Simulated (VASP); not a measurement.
Crystal: Ag.

```
CELL_PARAMETERS angstrom
1.47305 0.85046 7.20465
-1.47305 0.85046 7.20465
0.00000 -1.70093 7.20465
ATOMIC_POSITIONS crystal
Ag 0.00000 0.00000 0.00000
Ag 0.77772 0.77772 0.77772
Ag 0.22228 0.22228 0.22228
```

```yaml
Program: VASP 6.6.1
Task: relaxation of cell and atoms
Functional: PBEsol
Potentials_or_basis: VASP PAW PBE potentials, release 64 (Ag)
Cutoff: 600 eV
k_mesh: 6 × 6 × 6
Occupations: gaussian, width 0.1 eV
Spin: no spin polarisation
```

At the start: pressure -6.8 GPa; volume 18.05 Å³/atom.

Task: Where does the relaxation end?

Result: Over 6 steps the energy falls by 30.3 meV/atom and the volume is 16.74 Å³/atom (-7.3 %); space group R-3m (No. 166, to 0.05 Å).

The path:
| step | energy change (eV) | largest force (eV/Å) | pressure (GPa) | volume (Å³) |
| --- | --- | --- | --- | --- |
| 1 | 0.0000 | 0.0038 | -6.81 | 54.15 |
| 2 | -0.0609 | 0.0112 | 4.95 | 48.36 |
| 3 | -0.0894 | 0.0033 | -0.01 | 50.30 |
| 4 | -0.0894 | 0.0040 | 0.17 | 50.22 |
| 5 | -0.0902 | 0.0045 | 0.18 | 50.22 |
| 6 | -0.0910 | 0.0073 | 0.17 | 50.21 |

Final structure:
```xyz
3
Lattice="1.4473 0.8356 6.9193 -1.4473 0.8356 6.9193 0.0000 -1.6712 6.9193" Properties=species:S:1:pos:R:3 pbc="T T T"
Ag    0.0000    0.0000    0.0000
Ag    0.0000    0.0000   16.1431
Ag    0.0000    0.0000    4.6146
```

Caveat: the k points lie up to 0.42 Å⁻¹ apart in the final cell; the PAW data sets were made with another functional, which shifts forces and pressure a little.
